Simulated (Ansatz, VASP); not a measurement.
One calculation of Sn, two programs

Contents of INCAR:

```
PREC     = Accurate       # precision mode
ENCUT    = 600            # plane-wave cutoff, eV
EDIFF    = 1E-6           # SCF threshold, eV
ISMEAR   = 0              # smearing method
SIGMA    = 0.1            # smearing width, eV
LREAL    = F              # projectors in reciprocal space
LASPH    = T              # aspherical terms in the spheres
NELM     = 60             # most SCF steps
ALGO     = Fast           # electronic algorithm
ISIF     = 3              # what is computed and relaxed
LWAVE    = F              # write WAVECAR
LCHARG   = F              # write CHGCAR
GGA      = PE             # functional
IBRION   = 2              # ionic algorithm
NSW      = 100            # ionic steps
EDIFFG   = -0.01          # ionic threshold
```

KPOINTS

```
Automatic mesh
0
Gamma
  8 8 10
```

File POSCAR:

```
Sn
1.0
    5.6064878009      0.0000000000      0.0000000000
    0.0000000000      5.6064878009      0.0000000000
    0.0000000000      0.0000000000      4.5889511631
Sn
4
Direct
    0.3412863647      0.0000000000      0.7500000000
    0.6587136353      0.0000000000      0.2500000000
    0.0000000000      0.3412863647      0.0000000000
    0.0000000000      0.6587136353      0.5000000000
```

Input for Ansatz:

```yaml
crystal:
  lattice:
    - [5.6064878009, 0.0, 0.0]
    - [0.0, 5.6064878009, 0.0]
    - [0.0, 0.0, 4.5889511631]
  atoms:
    - { symbol: Sn, position: [0.3412863647, 0.0, 0.75] }
    - { symbol: Sn, position: [0.6587136353, 0.0, 0.25] }
    - { symbol: Sn, position: [0.0, 0.3412863647, 0.0] }
    - { symbol: Sn, position: [0.0, 0.6587136353, 0.5] }
basis:
  ecutwfc: 420
kpoints:
  mp_grid: { grid: [8, 8, 10] }
hamiltonian:
  xc: pbe
scf:
  occupations: { method: gaussian, width: 0.1 }
output:
  forces: true
  stress: true
  eigenvalues: true
relax:
  adjacent_minimum: "off"
  f_tol: 0.01
  max_steps: 80
  cell: { stress_tol: 0.05 }
```

Alike in both runs: task relaxation of cell and atoms; functional PBE; k mesh 8 × 8 × 10; occupations gaussian, width 0.1 eV; no spin polarisation.

|  | VASP | Ansatz |
| --- | --- | --- |
| version | VASP 6.6.1 | Ansatz 0.2.0 |
| potentials or method | VASP PAW PBE potentials, release 64 (Sn_d), cutoff 600 eV | scalar-relativistic, plane waves, PAW |
| valence electrons in the cell | 56 | 56 |

VASP gave:

```
gap on the k mesh at the Fermi level, each at its own relaxed structure (eV) : none
relaxed volume (Å³/atom)                                                     : 35.99
relaxed length of the cell vector where the two differ most in proportion (Å)              : 5.620
```

**Question.** What did Ansatz give for the same quantities?

**Answer.** gap on the k mesh at the Fermi level, each at its own relaxed structure (eV): none; relaxed volume (Å³/atom): 35.99; relaxed length of the cell vector where the two differ most in proportion (Å): 5.621.

A gap of «none» marks a metal or a gap that the smearing closes.
